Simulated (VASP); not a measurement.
CuO, 4 atoms in the cell. Symmetry: Cccm, No. 66, orthorhombic system. The conventional cell has a = 3.982 Å, b = 4.307 Å, c = 5.156 Å, α = 90.00°, β = 90.00°, γ = 90.00°. Within 2.6 Å of Cu (site symmetry 2/m) lie 4 O at 1.95 Å. Within 2.6 Å of O (site symmetry 222) lie 4 Cu at 1.95 Å and 2 O at 2.58 Å. 

| Quantity | Value |
| --- | --- |
| Program | VASP 6.6.1 |
| Task | single point |
| Functional | PBEsol |
| Potentials or basis | VASP PAW PBE potentials, release 64 (Cu, O) |
| Cutoff | 520 eV |
| k mesh | 10 × 10 × 6, shifted |
| Occupations | gaussian, width 0.1 eV |
| Spin | no spin polarisation |
| Dipole correction | no |
| Further INCAR settings | ALGO = Normal; EDIFF = 1e-06; NBANDS = 25 |

Potentials or basis: VASP PAW PBE potentials, release 64 (Cu, O).

Run with:

```sh
$ cat potpaw_PBE.64/Cu/POTCAR potpaw_PBE.64/O/POTCAR > POTCAR
$ mpirun -np 1 vasp_std > vasp.out
```

Hardware: 1 thread of AMD EPYC 7R13, on a shared host.

Question: Estimate the wall time of this run.

Answer: Wall time 3.2 min on 1 thread of AMD EPYC 7R13, with other jobs on the host, peak memory 0.19 GiB. Counts: scf iterations 14, k points 90.
